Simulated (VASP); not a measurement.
Write the native input for VASP 6.6.1 that does the following.

```yaml
Task: single point
Functional: PBEsol
Potentials_or_basis: VASP PAW PBE potentials, release 64 (Cs_sv, Cl)
Cutoff: 500 eV
k_mesh: 6 × 6 × 6
Occupations: fermi-dirac, width 0.03 eV
Spin: no spin polarisation
Dipole_correction: no
Further_INCAR_settings: ALGO = Normal; EDIFF = 1e-06; NBANDS = 15
```

The structure of CsCl lies in POSCAR:

```
CsCl
1.0
    4.0672769530      0.0000000000      0.0000000000
    0.0000000000      4.0672769530      0.0000000000
    0.0000000000      0.0000000000      4.0672769530
Cs Cl
1 1
Direct
    0.0000000000      0.0000000000      0.0000000000
    0.5000000000      0.5000000000      0.5000000000
```

One way to write it, as run:

INCAR

```
SYSTEM = CsCl
PREC = Accurate ; ENCUT = 500
EDIFF = 1E-6 ; ISMEAR = -1
SIGMA = 0.03 ; LREAL = .FALSE.
LASPH = .TRUE. ; NELM = 120
ALGO = Normal ; ISIF = 2
LWAVE = .FALSE. ; LCHARG = .TRUE.
GGA = PS ; LELF = .TRUE.
LVHAR = .TRUE. ; NBANDS = 15
GGA_COMPAT = .FALSE.
```

KPOINTS

```
Automatic mesh
0
G
  6 6 6
  0 0 0
```

Potentials or basis: VASP PAW PBE potentials, release 64 (Cs_sv, Cl).

Run with:

```sh
$ cat potpaw_PBE.64/Cs_sv/POTCAR potpaw_PBE.64/Cl/POTCAR > POTCAR
$ mpirun -np 1 vasp_std > vasp.out
```

It gave:

```
Pressure               : 0.1 GPa
Band gap on the k mesh : 5.21 eV
```

Caveat: the PAW data sets were made with another functional, which shifts forces and pressure a little; spin-orbit coupling is left out, which moves the levels of the heavy elements.

Run time: 17 s on 1 thread of Intel(R) Xeon(R) Platinum 8259CL CPU @ 2.50GHz (Skylake/Cascade Lake), on a shared host, peak memory 0.17 GiB.
